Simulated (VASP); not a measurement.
# Al2O3 (R-3c) in VASP: settings compared

Al2O3 is run at these levels: PBE, PBE exchange alone; tasks: single point.

Everything below comes from runs of VASP 6.6.1. Logs are shortened: lines on timing, memory, paths and dates and some standing lists are left out, and cuts for length are marked.

## 1. The cell of the first run

The structure is trigonal, space group R-3c (No. 167). The conventional cell has a = 4.760 Å, b = 4.760 Å, c = 12.996 Å, α = 90.00°, β = 90.00°, γ = 120.00°. Within 2.5 Å of Al (site symmetry 3) lie 6 O at 1.85 to 1.97 Å. O (site symmetry 2) has 4 Al at 1.85 to 1.97 Å and 12 O at 2.53 to 2.86 Å within 2.9 Å.

## 2. Single point, PBE

The input, INCAR:

```
PREC = Accurate ; ENCUT = 520
EDIFF = 1E-7 ; ISMEAR = -1
SIGMA = 0.05 ; LREAL = F
LASPH = T ; NELM = 100
ALGO = Normal ; ISIF = 2
LWAVE = F ; LCHARG = T
GGA = PE ; LELF = T
LVHAR = T ; NBANDS = 35
```

The input, KPOINTS:

```
Automatic mesh
0
Gamma
  5 5 5
```

The input, POSCAR:

```
Al2O3
1.0
    2.3802500000      1.3742379782      4.3318666667
   -2.3802500000      1.3742379782      4.3318666667
    0.0000000000     -2.7484759565      4.3318666667
Al O
4 6
Direct
    0.8521600000      0.8521600000      0.8521600000
    0.6478400000      0.6478400000      0.6478400000
    0.1478400000      0.1478400000      0.1478400000
    0.3521600000      0.3521600000      0.3521600000
    0.0566800000      0.7500000000      0.4433200000
    0.7500000000      0.4433200000      0.0566800000
    0.4433200000      0.0566800000      0.7500000000
    0.9433200000      0.2500000000      0.5566800000
    0.2500000000      0.5566800000      0.9433200000
    0.5566800000      0.9433200000      0.2500000000
```

Potentials or basis: VASP PAW PBE potentials, release 64 (Al, O).

Launch:

```console
cat potpaw_PBE.64/Al/POTCAR potpaw_PBE.64/O/POTCAR > POTCAR
mpirun -np 1 vasp_std > vasp.out
```

OUTCAR:

```text
PREC = Accurate
   ENCUT = 520
   EDIFF = 1E-7
   ISMEAR = -1
   LREAL = F
   LASPH = T
   NELM = 100
   ISIF = 2
   GGA = PE

 ion  position               nearest neighbor table
   1  0.852  0.852  0.852-   8 1.85   9 1.85  10 1.85   6 1.97   7 1.97   5 1.97   2 2.66   3 2.79
                             3 2.79   3 2.79   2 3.22   2 3.22   2 3.22
   2  0.648  0.648  0.648-   9 1.85   8 1.85  10 1.85   5 1.97   7 1.97   6 1.97   1 2.66   4 2.79
                             4 2.79   4 2.79   1 3.22   1 3.22   1 3.22
   3  0.148  0.148  0.148-   5 1.85   6 1.85   7 1.85   9 1.97  10 1.97   8 1.97   4 2.66   1 2.79
                             1 2.79   1 2.79   4 3.22   4 3.22   4 3.22
   4  0.352  0.352  0.352-   6 1.85   5 1.85   7 1.85   8 1.97  10 1.97   9 1.97   3 2.66   2 2.79
                             2 2.79   2 2.79   3 3.22   3 3.22   3 3.22
   5  0.057  0.750  0.443-   3 1.85   4 1.85   2 1.97   1 1.97
   6  0.750  0.443  0.057-   4 1.85   3 1.85   1 1.97   2 1.97
   7  0.443  0.057  0.750-   3 1.85   4 1.85   1 1.97   2 1.97
   8  0.943  0.250  0.557-   1 1.85   2 1.85   4 1.97   3 1.97
   9  0.250  0.557  0.943-   2 1.85   1 1.85   3 1.97   4 1.97
  10  0.557  0.943  0.250-   1 1.85   2 1.85   3 1.97   4 1.97

  LATTYP: Found a trigonal (rhomboedric) cell.
 ALAT       =     5.1302230849
 COS(alpha) =     0.5694707703

  Lattice vectors:

 A1 = (   2.3802500000,   1.3742379782,   4.3318666667)
 A2 = (  -2.3802500000,   1.3742379782,   4.3318666667)
 A3 = (   0.0000000000,  -2.7484759565,   4.3318666667)

Analysis of symmetry for initial positions (statically):
=====================================================================
 Subroutine PRICEL returns:
 Original cell was already a primitive cell.

 Routine SETGRP: Setting up the symmetry group for a
 trigonal (rhombohedral) supercell.

 Subroutine GETGRP returns: Found 12 space group operations
 (whereof  6 operations were pure point group operations)
 out of a pool of 12 trial point group operations.

The static configuration has the point symmetry S_6 .
 The point group associated with its full space group is D_3d.

Analysis of symmetry for dynamics (positions and initial velocities):
=====================================================================
 Subroutine PRICEL returns:
 Original cell was already a primitive cell.

 Routine SETGRP: Setting up the symmetry group for a
 trigonal (rhombohedral) supercell.

 Subroutine GETGRP returns: Found 12 space group operations
 (whereof  6 operations were pure point group operations)
 out of a pool of 12 trial point group operations.

The dynamic configuration has the point symmetry S_6 .
 The point group associated with its full space group is D_3d.

 Subroutine INISYM returns: Found 12 space group operations
 (whereof  6 operations are pure point group operations),
 and found     1 'primitive' translations

----------------------------------------------------------------------------------------

                                     Primitive cell

  volume of cell :      85.0180

  direct lattice vectors                    reciprocal lattice vectors
     2.380250000  1.374237978  4.331866667     0.210061968  0.121279334  0.076949121
    -2.380250000  1.374237978  4.331866667    -0.210061968  0.121279334  0.076949121
     0.000000000 -2.748475957  4.331866667     0.000000000 -0.242558668  0.076949121

  length of vectors
     5.130223085  5.130223085  5.130223085     0.254471756  0.254471756  0.254471756

  position of ions in fractional coordinates (direct lattice)
     0.852160000  0.852160000  0.852160000
     0.647840000  0.647840000  0.647840000
     0.147840000  0.147840000  0.147840000
     0.352160000  0.352160000  0.352160000
     0.056680000  0.750000000  0.443320000
     0.750000000  0.443320000  0.056680000
     0.443320000  0.056680000  0.750000000
     0.943320000  0.250000000  0.556680000
     0.250000000  0.556680000  0.943320000
     0.556680000  0.943320000  0.250000000

  ion indices of the primitive-cell ions
   primitive index   ion index
                 1           1
                 2           2
                 3           3
                 4           4
                 5           5
                 6           6
                 7           7
                 8           8
                 9           9
                10          10

----------------------------------------------------------------------------------------

 KPOINTS: Automatic mesh

Automatic generation of k-mesh.
 Grid dimensions read from file:
 generate k-points for:    5    5    5

 Generating k-lattice:

  Cartesian coordinates                     Fractional coordinates (reciprocal lattice)
     0.042012394  0.024255867  0.015389824     0.200000000  0.000000000  0.000000000
    -0.042012394  0.024255867  0.015389824     0.000000000  0.200000000  0.000000000
     0.000000000 -0.048511734  0.015389824    -0.000000000 -0.000000000  0.200000000

  Length of vectors
     0.050894351  0.050894351  0.050894351

  Shift w.r.t. Gamma in fractional coordinates (k-lattice)
     0.000000000  0.000000000  0.000000000

 Subroutine IBZKPT returns following result:
 ===========================================

 Found     19 irreducible k-points:

 Following reciprocal coordinates:
            Coordinates               Weight
  0.000000  0.000000  0.000000      1.000000
  0.200000 -0.000000  0.000000      6.000000
  0.400000 -0.000000 -0.000000      6.000000
  0.200000  0.200000  0.000000      6.000000
  0.400000  0.200000 -0.000000     12.000000
 -0.400000  0.200000  0.000000     12.000000
[... 11 lines left out ...]
  0.400000  0.400000  0.400000      2.000000
 -0.400000  0.400000  0.400000      6.000000
   k-points           NKPTS =     19   k-points in BZ     NKDIM =     19   number of bands    NBANDS=     35
   number of dos      NEDOS =    301   number of ions     NIONS =     10
   total plane-waves  NPLWV =  64000
   dimension x,y,z NGX =    40 NGY =   40 NGZ =   40
   dimension x,y,z NGXF=    80 NGYF=   80 NGZF=   80
   ions per type =               4   6
   NGX,Y,Z   is equivalent  to a cutoff of  12.96, 12.96, 12.96 a.u.
   NGXF,Y,Z  is equivalent  to a cutoff of  25.92, 25.92, 25.92 a.u.
 SYSTEM =  unknown system
   PREC   = accura    normal or accurate (medium, high low for compatibility)
   ISTART =      0    job   : 0-new  1-cont  2-samecut
   ICHARG =      2    charge: 1-file 2-atom 10-const
   ISPIN  =      1    spin polarized calculation?
   LNONCOLLINEAR =      F non collinear calculations
   LSORBIT =      F    spin-orbit coupling
   LASPH  =      T    aspherical Exc in radial PAW
   ENCUT  =  520.0 eV  38.22 Ry    6.18 a.u.   9.54  9.54  9.54*2*pi/ulx,y,z
   NELM   =    100;   NELMIN=  2; NELMDL= -5     # of ELM steps
   EDIFF  = 0.1E-06   stopping-criterion for ELM
   LREAL  =      F    real-space projection
   EDIFFG = 0.1E-05   stopping-criterion for IOM
   NSW    =      0    number of steps for IOM
   IBRION =     -1    ionic relax: 0-MD 1-quasi-New 2-CG
   NFREE  =      0    steps in history (QN), initial steepest desc. (CG)
   ISIF   =      2    stress and relaxation
   ISYM   =      2    0-nonsym 1-usesym 2-fastsym
   POTIM  = 0.5000    time-step for ionic-motion
   TEBEG  =    0.0;   TEEND  =   0.0 temperature during run
   PSTRESS=    0.0 pullay stress
   NELECT =      48.0000    total number of electrons
   NUPDOWN=      -1.0000    fix difference up-down
   EMIN   =  10.00;   EMAX   =-10.00  energy-range for DOS
   EFERMI =   0.00;   METHOD = LEGACY
   ISMEAR =    -1;   SIGMA  =   0.05  broadening in eV -4-tet -1-fermi 0-gaus
   EFERMI_NEDOS =   21; number of points for ismear=-14 and -15
   IALGO  =     38    algorithm
   IMIX   =      4    mixing-type and parameters
     AMIX     =   0.40;   BMIX     =  1.00
     AMIX_MAG =   1.60;   BMIX_MAG =  1.00
  volume/ion in A,a.u.               =       8.50        57.37
  Fermi-wavevector in a.u.,A,eV,Ry     =   1.353064  2.556920 24.909299  1.830782
  Thomas-Fermi vector in A             =   2.480350
   LORBIT       =      0    0 simple, 1 ext, 2 COOP (PROOUT), +10 PAW based schemes
   GGA     = PE    functional components
   LHFCALC =     F    Hartree Fock is set to
   AEXX    =    0.0000 exact exchange contribution
   IVDW    =     0    specifies the selected vdW correction
   LEPSILON=     F    determine dielectric tensor
   LRPA    =     F    only Hartree local field effects (RPA)
 non-spin polarized calculation
  energy-cutoff  :      520.00
  volume of cell :       85.02
 maximum number of plane-waves:      2304
 NGX is ok and might be reduce to    40
   NGX = 19   NGY = 19   NGZ = 19

 number of electron      48.0000013 magnetization

 Free energy of the ion-electron system (eV)
  ---------------------------------------------------
  ext. energy  EPLUGINS =         0.00000000
  ---------------------------------------------------
  free energy    TOTEN  =       -74.75241158 eV

  energy without entropy =      -74.75241158  energy(sigma->0) =      -74.75241158

 E-fermi :   7.1922     XC(G=0): -11.6856

 val. band max:        6.1427413520   @ k =   0.0000   0.0000   0.0000
 cond. band min:      12.3579595961   @ k =   0.0000   0.0000   0.0000
 fundamental gap:      6.2152182441
 Fermi energy:         7.1921977101

 k-point     1 :       0.0000    0.0000    0.0000
  band No.  band energies     occupation
      1     -13.1027      2.00000
      2     -10.7684      2.00000
      3     -10.4900      2.00000
      4     -10.4900      2.00000
      5     -10.1754      2.00000
      6     -10.1754      2.00000
[... 27 lines left out ...]
     34      19.6816      0.00000
     35      20.7782      0.00000

 k-point     2 :       0.2000   -0.0000    0.0000
  band No.  band energies     occupation
      1     -12.8971      2.00000
      2     -10.9003      2.00000
      3     -10.5793      2.00000
      4     -10.5272      2.00000
      5     -10.2696      2.00000
      6     -10.1921      2.00000
[... 27 lines left out ...]
     34      19.0722      0.00000
     35      20.3410      0.00000

 k-point     3 :       0.4000   -0.0000   -0.0000
  band No.  band energies     occupation
      1     -12.3279      2.00000
      2     -11.5552      2.00000
      3     -10.5414      2.00000
      4     -10.4667      2.00000
      5     -10.4424      2.00000
      6     -10.2951      2.00000
[... 27 lines left out ...]
     34      19.3293      0.00000
     35      19.4831      0.00000

 k-point     4 :       0.2000    0.2000    0.0000
  band No.  band energies     occupation
      1     -12.8418      2.00000
      2     -10.8771      2.00000
      3     -10.6461      2.00000
      4     -10.5288      2.00000
      5     -10.3729      2.00000
      6     -10.1553      2.00000
[... 27 lines left out ...]
     34      19.4695      0.00000
     35      20.1404      0.00000

 k-point     5 :       0.4000    0.2000   -0.0000
  band No.  band energies     occupation
      1     -12.4121      2.00000
      2     -11.2313      2.00000
      3     -10.7016      2.00000
      4     -10.6281      2.00000
      5     -10.5392      2.00000
      6     -10.1490      2.00000
[... 448 lines left out ...]
 k-point    17 :      -0.4000   -0.4000    0.2000
  band No.  band energies     occupation
      1     -11.8388      2.00000
      2     -11.4684      2.00000
      3     -11.2028      2.00000
      4     -10.8039      2.00000
      5     -10.3765      2.00000
      6     -10.1510      2.00000
[... 27 lines left out ...]
     34      19.4510      0.00000
     35      19.7529      0.00000

 k-point    18 :       0.4000    0.4000    0.4000
  band No.  band energies     occupation
      1     -12.4382      2.00000
      2     -11.7402      2.00000
      3     -10.3991      2.00000
      4     -10.3991      2.00000
      5     -10.3015      2.00000
      6     -10.3015      2.00000
[... 27 lines left out ...]
     34      18.9713      0.00000
     35      20.4516      0.00000

 k-point    19 :      -0.4000    0.4000    0.4000
  band No.  band energies     occupation
      1     -12.0683      2.00000
      2     -11.8572      2.00000
      3     -10.7657      2.00000
      4     -10.5886      2.00000
      5     -10.2462      2.00000
      6     -10.1792      2.00000
[... 27 lines left out ...]
     34      19.3383      0.00000
     35      20.3041      0.00000

------------------------ aborting loop because EDIFF is reached ----------------------------------------

  FORCE on cell =-STRESS in cart. coord.  units (eV):
  Direction    XX          YY          ZZ          XY          YZ          ZX
  --------------------------------------------------------------------------------------
  -------------------------------------------------------------------------------------
  Total        3.9315846      3.9315846      3.5958506      0.0000000     -0.0000000      0.0000000
  in kB       74.0913249     74.0913248     67.7643637      0.0000000     -0.0000000      0.0000000
  external PRESSURE =      71.9823378 kB  Pullay stress =       0.0000000 kB

 VOLUME and BASIS-vectors are now :
 -----------------------------------------------------------------------------
  energy-cutoff  :      520.00
  volume of cell :       85.02
      direct lattice vectors                 reciprocal lattice vectors
     2.380250000  1.374237978  4.331866667     0.210061968  0.121279334  0.076949121
    -2.380250000  1.374237978  4.331866667    -0.210061968  0.121279334  0.076949121
     0.000000000 -2.748475957  4.331866667     0.000000000 -0.242558668  0.076949121

 POSITION                                       TOTAL-FORCE (eV/Angst)
 -----------------------------------------------------------------------------------
      0.00000     -0.00000     11.07433         0.000000      0.000000     -0.026806
      0.00000     -0.00000      8.41907         0.000000     -0.000000      0.026806
      0.00000     -0.00000      1.92127         0.000000     -0.000000      0.026806
      0.00000     -0.00000      4.57653         0.000000      0.000000     -0.026806
     -1.65027     -0.10988      5.41483        -0.012936     -0.022406     -0.000000
      0.72998      1.48412      5.41483        -0.012936      0.022406     -0.000000
      0.92030     -1.37424      5.41483         0.025872     -0.000000      0.000000
      1.65027      0.10988      7.58077         0.012936      0.022406     -0.000000
     -0.72998     -1.48412      7.58077         0.012936     -0.022406     -0.000000
     -0.92030      1.37424      7.58077        -0.025872     -0.000000      0.000000
 -----------------------------------------------------------------------------------
    total drift:                               -0.000000      0.000000     -0.000000

  FREE ENERGIE OF THE ION-ELECTRON SYSTEM (eV)
  ---------------------------------------------------
  free  energy   TOTEN  =       -74.7524115843 eV

  energy  without entropy=      -74.7524115842  energy(sigma->0) =      -74.75241158
```

Run time: 58 s. Hardware: 1 thread of AMD EPYC 9R45 (Zen 5), shared host; peak memory 0.2 GiB.

What came out:

```
Free energy            : -74.7524 eV
Pressure               : 7.2 GPa
Largest force          : 0.027 eV/Å
Band gap on the k mesh : 6.22 eV
```

Forces on the atoms (eV/Å):
```
Al   0.000  0.000 -0.027
Al   0.000  0.000  0.027
Al   0.000  0.000  0.027
Al   0.000  0.000 -0.027
O   -0.013 -0.022  0.000
O   -0.013  0.022  0.000
O    0.026  0.000  0.000
O    0.013  0.022  0.000
O    0.013 -0.022  0.000
O   -0.026  0.000  0.000
```

Caveat: the cell stands under pressure.

## 3. Single point, PBE exchange alone

The input, INCAR:

```
  AGGAC = 0.0
  ALDAC = 0.0
  ALGO = Normal
  EDIFF = 1E-7
  ENCUT = 520
  GGA = PE
  ISIF = 2
  ISMEAR = -1
  LASPH = T
  LCHARG = F
  LREAL = F
  LWAVE = F
  NBANDS = 35
  NELM = 100
  PREC = Accurate
  SIGMA = 0.05
```

The input, KPOINTS:

```
k-points
0
Gamma
  7 7 7
```

POSCAR is that of step 2.

Potentials or basis: VASP PAW PBE potentials, release 64 (Al, O).

Launch:

```console
cat potpaw_PBE.64/Al/POTCAR potpaw_PBE.64/O/POTCAR > POTCAR
mpirun -np 1 vasp_std > vasp.out
```

It took 1.9 min on 1 thread of AMD EPYC 9R45 (Zen 5), shared host; peak memory 0.24 GiB.

Results (log left out):

```
Free energy            : -61.8524 eV
Pressure               : 26.1 GPa
Largest force          : 0.107 eV/Å
Band gap on the k mesh : 6.53 eV
```

Forces on the atoms (eV/Å):
```
Al   0.000  0.000  0.063
Al   0.000  0.000 -0.063
Al   0.000  0.000 -0.063
Al   0.000  0.000  0.063
O    0.053  0.092  0.000
O    0.053 -0.092  0.000
O   -0.107  0.000  0.000
O   -0.053 -0.092  0.000
O   -0.053  0.092  0.000
O    0.107  0.000  0.000
```

Stress tensor (GPa, compression positive):
```
26.39  0.00  0.00
 0.00 26.39  0.00
 0.00  0.00 25.59
```

Levels at points of the mesh, in eV from the valence-band top:
```
           k point  band 20  band 21  band 22  band 23  band 24  band 25  band 26  band 27  band 28  band 29
(0.00, 0.00, 0.00)    -0.49    -0.49    -0.05    -0.05     0.00     6.53     9.46    10.86    11.84    11.84
```

Caveat: the cell stands under pressure.

## 4. Single point, PBE

This run uses another cell than the first one, of 8.84 Å³/atom.

The input, INCAR:

```
SYSTEM = Al2O3
PREC = Accurate ; ENCUT = 520
EDIFF = 1E-6 ; ISMEAR = -1
SIGMA = 0.05 ; LREAL = .False.
LASPH = .True. ; NELM = 80
ALGO = Normal ; ISIF = 2
LWAVE = .False. ; LCHARG = .False.
GGA = PE ; NBANDS = 35
```

The input, KPOINTS:

```
Automatic mesh
0
Gamma
  7 7 7
  0 0 0
```

Edit POSCAR of step 3 so:

```diff
@@ -2,5 +2,5 @@
 1.0
-    2.3802500000      1.3742379782      4.3318666667
-   -2.3802500000      1.3742379782      4.3318666667
-    0.0000000000     -2.7484759565      4.3318666667
+    2.4115726709      1.3923221307      4.3888714495
+   -2.4115726709      1.3923221307      4.3888714495
+    0.0000000000     -2.7846442615      4.3888714495
 Al O
```

Launch:

```console
cat potpaw_PBE.64/Al/POTCAR potpaw_PBE.64/O/POTCAR > POTCAR
mpirun -np 1 vasp_std > vasp.out
```

Wall time 1.9 min (1 thread of AMD EPYC 9R45 (Zen 5), shared host); peak memory 0.25 GiB.

It converged, with:

```
Free energy            : -74.8068 eV
Pressure               : -2.3 GPa
Largest force          : 0.061 eV/Å
Band gap on the k mesh : 5.73 eV
```

Forces in eV/Å, atoms in the order of the input:
```
Al   0.000  0.000 -0.002
Al   0.000  0.000  0.002
Al   0.000  0.000  0.002
Al   0.000  0.000 -0.002
O   -0.030 -0.053  0.000
O   -0.030  0.053  0.000
O    0.061  0.000  0.000
O    0.030  0.053  0.000
O    0.030 -0.053  0.000
O   -0.061  0.000  0.000
```

Stress tensor (GPa, compression positive):
```
-2.29  0.00  0.00
 0.00 -2.29  0.00
 0.00  0.00 -2.21
```

Levels at points of the mesh, in eV from the valence-band top:
| k point | band 21 | band 22 | band 23 | band 24 | band 25 | band 26 | band 27 | band 28 |
| --- | --- | --- | --- | --- | --- | --- | --- | --- |
| (0.00, 0.00, 0.00) | -0.45 | -0.04 | -0.04 | 0.00 | 5.73 | 8.84 | 10.23 | 11.17 |

A k mesh can miss the band edges.

## 5. Overview

```csv
level,cell,k mesh,gap on the mesh (eV),pressure (GPa),largest force (eV/Å)
PBE,"a = 5.130 Å, angles 55.3°, 10 atoms",5 × 5 × 5,6.22,7.2,0.03
PBE exchange alone,"a = 5.130 Å, angles 55.3°, 10 atoms",7 × 7 × 7,6.53,26.1,0.11
PBE,"a = 5.198 Å, angles 55.3°, 10 atoms",7 × 7 × 7,5.73,-2.3,0.06
```

Alike in all rows: task single point; potentials or basis VASP PAW PBE potentials, release 64 (Al, O); no spin polarisation; cutoff (eV) 520; smearing fermi-dirac 0.05 eV.

Caveats: the cell stands under pressure (at least some runs).

Total energies depend on the potentials used, so only differences within one code and one set of settings carry meaning.
